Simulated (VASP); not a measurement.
# Si (Fd-3m) in VASP: vibrations by perturbation theory with PBE

Aim: the vibrations by perturbation theory of Si with PBE.

All numbers are computed with VASP 6.6.1; they aren't measurements. Logs are shortened: lines on timing, memory, paths and dates and some standing lists are left out, and cuts for length are marked.

### Step 1. The cell of the first run

Symmetry: Fd-3m, No. 227, cubic system. Conventional cell: a = 5.470 Å, b = 5.470 Å, c = 5.470 Å, α = 90.00°, β = 90.00°, γ = 90.00°. Within 3.1 Å of Si (site symmetry -43m) lie 4 Si at 2.37 Å.

### Step 2. Vibrations by perturbation theory, PBE

INCAR

```
SYSTEM = Si
ALGO = Normal ; EDIFF = 1E-8
ENCUT = 520 ; GGA = PE
IBRION = 8 ; ISIF = 2
ISMEAR = 0 ; LASPH = .TRUE.
LCHARG = .FALSE. ; LREAL = .FALSE.
LWAVE = .FALSE. ; NELM = 60
NSW = 1 ; PREC = Accurate
SIGMA = 0.01
```

KPOINTS

```
k-points
0
G
  8 8 8
  0 0 0
```

POSCAR

```
Si
1.0
    0.0000000000      2.7348617804      2.7348617804
    2.7348617804      0.0000000000      2.7348617804
    2.7348617804      2.7348617804      0.0000000000
Si
2
Direct
    0.5000000000      0.5000000000      0.5000000000
    0.7500000000      0.7500000000      0.7500000000
```

Potentials or basis: VASP PAW PBE potentials, release 64 (Si).

Command:

```bash
cat potpaw_PBE.64/Si/POTCAR > POTCAR
mpirun -np 1 vasp_std > vasp.out
```

OUTCAR:

```text
SYSTEM = Si
   EDIFF = 1E-8
   ENCUT = 520
   GGA = PE
   IBRION = 8
   ISIF = 2
   ISMEAR = 0
   LASPH = .TRUE.
   LREAL = .FALSE.
   NELM = 60
   NSW = 1
   PREC = Accurate

 ion  position               nearest neighbor table
   1  0.500  0.500  0.500-   2 2.37   2 2.37   2 2.37   2 2.37
   2  0.750  0.750  0.750-   1 2.37   1 2.37   1 2.37   1 2.37

  LATTYP: Found a face centered cubic cell.
 ALAT       =     5.4697235608

  Lattice vectors:

 A1 = (   0.0000000000,   2.7348617804,   2.7348617804)
 A2 = (   2.7348617804,   0.0000000000,   2.7348617804)
 A3 = (   2.7348617804,   2.7348617804,   0.0000000000)

Analysis of symmetry for initial positions (statically):
=====================================================================
 Subroutine PRICEL returns:
 Original cell was already a primitive cell.

 Routine SETGRP: Setting up the symmetry group for a
 face centered cubic supercell.

 Subroutine GETGRP returns: Found 48 space group operations
 (whereof 24 operations were pure point group operations)
 out of a pool of 48 trial point group operations.

The static configuration has the point symmetry T_d .
 The point group associated with its full space group is O_h .

Analysis of symmetry for dynamics (positions and initial velocities):
=====================================================================
 Subroutine PRICEL returns:
 Original cell was already a primitive cell.

 Routine SETGRP: Setting up the symmetry group for a
 face centered cubic supercell.

 Subroutine GETGRP returns: Found 48 space group operations
 (whereof 24 operations were pure point group operations)
 out of a pool of 48 trial point group operations.

The dynamic configuration has the point symmetry T_d .
 The point group associated with its full space group is O_h .

 Subroutine INISYM returns: Found 48 space group operations
 (whereof 24 operations are pure point group operations),
 and found     1 'primitive' translations

----------------------------------------------------------------------------------------

                                     Primitive cell

  volume of cell :      40.9106

  direct lattice vectors                    reciprocal lattice vectors
     0.000000000  2.734861780  2.734861780    -0.182824596  0.182824596  0.182824596
     2.734861780  0.000000000  2.734861780     0.182824596 -0.182824596  0.182824596
     2.734861780  2.734861780  0.000000000     0.182824596  0.182824596 -0.182824596

  length of vectors
     3.867678621  3.867678621  3.867678621     0.316661489  0.316661489  0.316661489

  position of ions in fractional coordinates (direct lattice)
     0.500000000  0.500000000  0.500000000
     0.750000000  0.750000000  0.750000000

  ion indices of the primitive-cell ions
   primitive index   ion index
                 1           1
                 2           2

----------------------------------------------------------------------------------------

 KPOINTS: k-points

Automatic generation of k-mesh.
 Grid dimensions read from file:
 generate k-points for:    8    8    8

 Generating k-lattice:

  Cartesian coordinates                     Fractional coordinates (reciprocal lattice)
    -0.022853074  0.022853074  0.022853074     0.125000000  0.000000000  0.000000000
     0.022853074 -0.022853074  0.022853074     0.000000000  0.125000000  0.000000000
[... 72 lines left out ...]
   EFERMI =   0.00;   METHOD = LEGACY
   ISMEAR =     0;   SIGMA  =   0.01  broadening in eV -4-tet -1-fermi 0-gaus
   EFERMI_NEDOS =   21; number of points for ismear=-14 and -15
   IALGO  =     38    algorithm
   IMIX   =      4    mixing-type and parameters
     AMIX     =   0.40;   BMIX     =  1.00
     AMIX_MAG =   1.60;   BMIX_MAG =  1.00
  volume/ion in A,a.u.               =      20.46       138.04
  Fermi-wavevector in a.u.,A,eV,Ry     =   0.950224  1.795663 12.285056  0.902926
  Thomas-Fermi vector in A             =   2.078581
   LORBIT       =      0    0 simple, 1 ext, 2 COOP (PROOUT), +10 PAW based schemes
   GGA     = PE    functional components
   LHFCALC =     F    Hartree Fock is set to
   AEXX    =    0.0000 exact exchange contribution
   IVDW    =     0    specifies the selected vdW correction
   LEPSILON=     F    determine dielectric tensor
   LRPA    =     F    only Hartree local field effects (RPA)
 non-spin polarized calculation
 Gauss-broadening in eV      SIGMA  =   0.01
  energy-cutoff  :      520.00
  volume of cell :       40.91
 maximum number of plane-waves:      1124
 NGX is ok and might be reduce to    30
   NGX = 15   NGY = 15   NGZ = 15

--------------------------------------- Ionic step        1  -------------------------------------------

 number of electron       8.0000001 magnetization

 Free energy of the ion-electron system (eV)
  ---------------------------------------------------
  ext. energy  EPLUGINS =         0.00000000
  ---------------------------------------------------
  free energy    TOTEN  =       -10.84608486 eV

  energy without entropy =      -10.84608486  energy(sigma->0) =      -10.84608486

 E-fermi :   5.7187     XC(G=0):  -9.3242

 val. band max:        5.6121369844   @ k =   0.0000   0.0000   0.0000
 cond. band min:       6.2630464312   @ k =   0.3750   0.3750   0.0000
 fundamental gap:      0.6509094468
 Fermi energy:         5.7187443673

 k-point     1 :       0.0000    0.0000    0.0000
  band No.  band energies     occupation
      1      -6.1991      2.00000
      2       5.6121      2.00000
      3       5.6121      2.00000
      4       5.6121      2.00000
      5       8.1682      0.00000
      6       8.1682      0.00000
      7       8.1682      0.00000
      8       8.7399      0.00000
[... 243 lines left out ...]
 k-point    24 :      -0.3750    0.2500    0.1250
  band No.  band energies     occupation
      1      -3.3920      2.00000
      2      -1.0934      2.00000
      3       2.2261      2.00000
      4       3.5026      2.00000
      5       8.6346      0.00000
      6       8.7586      0.00000
      7      11.4573      0.00000
      8      12.6771      0.00000

 [... further k-points ...]
[... 5 lines left out ...]
  --------------------------------------------------------------------------------------
  -------------------------------------------------------------------------------------
  Total       -0.0129391     -0.0129391     -0.0129391      0.0000000      0.0000000     -0.0000000
  in kB       -0.5067310     -0.5067310     -0.5067310      0.0000000      0.0000000     -0.0000000
  external PRESSURE =      -0.5067310 kB  Pullay stress =       0.0000000 kB

 VOLUME and BASIS-vectors are now :
 -----------------------------------------------------------------------------
  energy-cutoff  :      520.00
  volume of cell :       40.91
      direct lattice vectors                 reciprocal lattice vectors
     0.000000000  2.734861780  2.734861780    -0.182824596  0.182824596  0.182824596
     2.734861780  0.000000000  2.734861780     0.182824596 -0.182824596  0.182824596
     2.734861780  2.734861780  0.000000000     0.182824596  0.182824596 -0.182824596

 POSITION                                       TOTAL-FORCE (eV/Angst)
 -----------------------------------------------------------------------------------
      2.73486      2.73486      2.73486         0.000000      0.000000     -0.000000
      4.10229      4.10229      4.10229        -0.000000     -0.000000      0.000000
 -----------------------------------------------------------------------------------
    total drift:                                0.000000     -0.000000     -0.000000

  FREE ENERGIE OF THE ION-ELECTRON SYSTEM (eV)
  ---------------------------------------------------
  free  energy   TOTEN  =       -10.8460848607 eV

  energy  without entropy=      -10.8460848607  energy(sigma->0) =      -10.84608486

[... ionic steps 2 to 3 ...]

--------------------------------------- Ionic step        4  -------------------------------------------

 Free energy of the ion-electron system (eV)
  ---------------------------------------------------
  ---------------------------------------------------
  free energy    TOTEN  =        -0.01736138 eV

  energy without entropy =       -0.01736138

------------------------ aborting loop because EDIFF is reached ----------------------------------------

 INTERNAL STRAIN TENSOR  FOR ION    1  DIRECTION 1   (eV/Angst):
 -----------------------------------------------------------------------------
    -0.01123  0.00000  0.00000
     0.00000  0.00669  8.67232
     0.00000  8.67232  0.00669

 INTERNAL STRAIN TENSOR FOR ION    2 for displacements in x,y,z  (eV/Angst):
          X           Y           Z          XY          YZ          ZX
  --------------------------------------------------------------------------------
  x     0.00000     0.00000     0.00000     0.00000    -8.67232     0.00000
  y     0.00000     0.00000     0.00000     0.00000     0.00000    -8.67232
  z     0.00000     0.00000     0.00000    -8.67232     0.00000     0.00000

 SECOND DERIVATIVES (NOT SYMMETRIZED)
 ------------------------------------
               1X          1Y          1Z          2X          2Y          2Z
  1X   -13.048390    0.000000    0.000000   13.048390    0.000000    0.000000
  1Y     0.000000  -13.048390    0.000000    0.000000   13.048390    0.000000
  1Z     0.000000    0.000000  -13.048390    0.000000    0.000000   13.048390
  2X    13.048390    0.000000    0.000000  -13.048390    0.000000    0.000000
  2Y     0.000000   13.048390    0.000000    0.000000  -13.048390    0.000000
  2Z     0.000000    0.000000   13.048390    0.000000    0.000000  -13.048390

 Eigenvectors and eigenvalues of the dynamical matrix
 ----------------------------------------------------

   1 f  =   15.069782 THz    94.686234 2PiTHz  502.673827 cm-1    62.323583 meV
             X         Y         Z           dx          dy          dz
      2.734862  2.734862  2.734862     0.000000   -0.707107    0.000000
      4.102293  4.102293  4.102293     0.000000    0.707107    0.000000
[... 21 lines left out ...]
   6 f  =    0.000000 THz     0.000000 2PiTHz    0.000000 cm-1     0.000000 meV
             X         Y         Z           dx          dy          dz
      2.734862  2.734862  2.734862     0.000000    0.000000    0.707107
      4.102293  4.102293  4.102293     0.000000    0.000000    0.707107

--------------------------------------------------------------------------------------------------------

 ELASTIC MODULI CONTR FROM IONIC RELAXATION (kBar)
 Direction    XX          YY          ZZ          XY          YZ          ZX
 --------------------------------------------------------------------------------
 XX           0.0000      0.0000      0.0000      0.0000      0.0000      0.0000
 YY           0.0000      0.0000      0.0000      0.0000      0.0000      0.0000
 ZZ           0.0000      0.0000      0.0000      0.0000      0.0000      0.0000
 XY           0.0000      0.0000      0.0000   -225.7293      0.0000      0.0000
 YZ           0.0000      0.0000      0.0000      0.0000   -225.7293      0.0000
 ZX           0.0000      0.0000      0.0000      0.0000      0.0000   -225.7293
 --------------------------------------------------------------------------------
```

It took 2.3 min on 1 thread of AMD EPYC 7R13, shared host; peak memory 0.18 GiB.

What came out:

```yaml
Highest_phonon_frequency_at_Γ: 503 cm⁻¹
```

Phonon frequencies in cm⁻¹ (negative: imaginary):
| q point | frequencies |
| --- | --- |
| (0.000, 0.000, 0.000) | 0 0 0 503 503 503 |
